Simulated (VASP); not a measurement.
Crystal: TiPd.

```xyz
4
Lattice="4.5705 0.0000 0.0000 0.0000 2.7751 0.0000 0.0000 0.0000 4.8758" Properties=species:S:1:pos:R:3 pbc="T T T"
Ti    1.1426    0.0000    3.4251
Ti    3.4278    0.0000    1.4507
Pd    1.1426    1.3875    0.9098
Pd    3.4278    1.3875    3.9659
```

* Program: VASP 6.6.1
* Task: relaxation of cell and atoms
* Functional: PBEsol
* Potentials or basis: VASP PAW PBE potentials, release 64 (Ti_sv, Pd)
* Cutoff: 600 eV
* k mesh: 8 × 13 × 8
* Occupations: fermi-dirac, width 0.05 eV
* Spin: no spin polarisation

At the start: pressure -4.1 GPa; volume 15.46 Å³/atom.

How do energy, volume and symmetry change on relaxing?

Over 15 steps the energy falls by 5.0 meV/atom and the volume is 15.08 Å³/atom (-2.4 %); space group Pmma (No. 51, to 0.1 Å) before and after.

Step by step:
```csv
step,energy change (eV),largest force (eV/Å),pressure (GPa),volume (Å³)
1,0.0000,0.0111,-4.07,61.84
2,0.0182,0.1649,6.33,58.39
3,-0.0194,0.0581,-0.01,60.37
4,-0.0194,0.0595,0.06,60.34
5,-0.0198,0.0322,0.03,60.33
6,-0.0199,0.0162,0.03,60.32
7,-0.0199,0.0073,0.00,60.34
8,-0.0199,0.0099,-0.05,60.36
9,-0.0199,0.0068,0.00,60.32
10,-0.0199,0.0061,0.00,60.32
11,-0.0199,0.0056,0.04,60.31
12,-0.0199,0.0057,0.03,60.31
13,-0.0199,0.0065,0.05,60.31
14,-0.0199,0.0028,-0.09,60.36
15,-0.0199,0.0049,-0.03,60.33
```

Final structure:
```
CELL_PARAMETERS angstrom
4.52508 0.00000 0.00000
0.00000 2.75800 0.00000
0.00000 0.00000 4.83424
ATOMIC_POSITIONS crystal
Ti 0.25000 0.00000 0.70123
Ti 0.75000 0.00000 0.29877
Pd 0.25000 0.50000 0.18672
Pd 0.75000 0.50000 0.81328
```

Caveat: the PAW data sets were made with another functional, which shifts forces and pressure a little.
